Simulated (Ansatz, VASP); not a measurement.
Given: the input of a run of VASP 6.6.1 on TaN.

Contents of INCAR:

```
SYSTEM = TaN
PREC = Accurate
ENCUT = 520
EDIFF = 1E-6
ISMEAR = 0
SIGMA = 0.02
LREAL = .FALSE.
LASPH = .TRUE.
NELM = 100
ALGO = Normal
ISIF = 2
LWAVE = .FALSE.
LCHARG = .FALSE.
GGA = PS
NBANDS = 15
```

Contents of KPOINTS:

```
Automatic mesh
0
G
  10 10 9
  0 0 0
```

Contents of POSCAR:

```
TaN
1.0
    2.9380000000      0.0000000000      0.0000000000
   -1.4690000000      2.5443826363      0.0000000000
    0.0000000000      0.0000000000      2.8830000000
Ta N
1 1
Direct
    0.0000000000      0.0000000000      0.5000000000
    0.6666666667      0.3333333333      0.0000000000
```

Potentials or basis: VASP PAW PBE potentials, release 64 (Ta_pv, N).

Command:

```console
$ cat potpaw_PBE.64/Ta_pv/POTCAR potpaw_PBE.64/N/POTCAR > POTCAR
$ mpirun -np 1 vasp_std > vasp.out
```

Problem. Translate it to Ansatz 0.2.0. Potentials there: all-electron LAPW, scalar-relativistic.

Solution. As run (the cutoff follows the program's own potentials):

Contents of input.yaml:

```yaml
crystal:
  lattice:
    - [2.938, 0.0, 0.0]
    - [-1.469, 2.5443826363, 0.0]
    - [0.0, 0.0, 2.883]
  atoms:
    - { symbol: Ta, position: [0.0, 0.0, 0.5] }
    - { symbol: "N", position: [0.6666666667, 0.3333333333, 0.0] }
kpoints:
  mp_grid: { grid: [10, 10, 9] }
scf:
  occupations: { method: gaussian, width: 0.02 }
hamiltonian:
  xc: pbesol
  pseudopotentials: { kind: all_electron, lapw: { basis_error: 0.001 } }
output:
  forces: true
  stress: true
  eigenvalues: true
```

Potentials or basis: all-electron LAPW, scalar-relativistic.

Run with:

```sh
$ ansatz run input.yaml --threads 1 --pin off --max-ram 3072MiB --backend cpu --events-out ev --progress --plain --runs-dir out
```

Both were run:

|  | VASP | Ansatz | Ansatz less VASP |
| --- | --- | --- | --- |
| pressure (GPa) | -4.1 | -4.8 | -0.69 |
| traceless stress, the component that is largest in VASP (GPa) | -0.09 | -0.22 | -0.134 |

VASP's potentials were made for PBE, not for PBEsol. Ansatz ran all-electron here, and VASP with PAW potentials.

Neither program's run includes spin-orbit coupling.
